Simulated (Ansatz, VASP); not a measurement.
**CaHfO in VASP and in Ansatz**

```
Ca Hf O
1.0
     3.70464    0.00000    0.00000
     0.00000    3.70464    0.00000
     0.00000    0.00000    9.07275
Ca Hf O
2 2 2
Cartesian
  1.8523 0.0000 3.3904
  0.0000 1.8523 5.6824
  0.0000 0.0000 0.0000
  1.8523 1.8523 0.0000
  1.8523 0.0000 5.6213
  0.0000 1.8523 3.4515
```

Change from the starting cell: species swapped into the TaSiAs type (P4/nmm, No. 129).

Alike in both runs: functional PBE; k mesh 10 × 10 × 4; occupations gaussian, width 0.1 eV; no spin polarisation.

Ansatz relaxed the structure, and its values are those at the end. VASP's run is a single point on that final structure, the one shown.

```csv
,VASP,Ansatz
version,VASP 6.6.1,Ansatz 0.2.0
potentials or method,"VASP PAW PBE potentials, release 64 (Ca_sv, Hf_pv, O), cutoff 520 eV","scalar-relativistic, plane waves, PAW"
valence electrons in the cell,52,84
```

VASP gave:

```
gap on the k mesh at the Fermi level (eV) : none
pressure (GPa)                            : -0.1
rms of the force components (eV/Å)        : 0.024
```

Problem. Which values does Ansatz return?

Solution. gap on the k mesh at the Fermi level (eV): none; pressure (GPa): 0.0; rms of the force components (eV/Å): 0.001.

A gap of «none» marks a metal or a gap that the smearing closes. VASP's potentials hold 52 valence electrons a cell and Ansatz's 84, so a difference there can come from the potentials and not from the codes.

Spin-orbit coupling is off throughout.
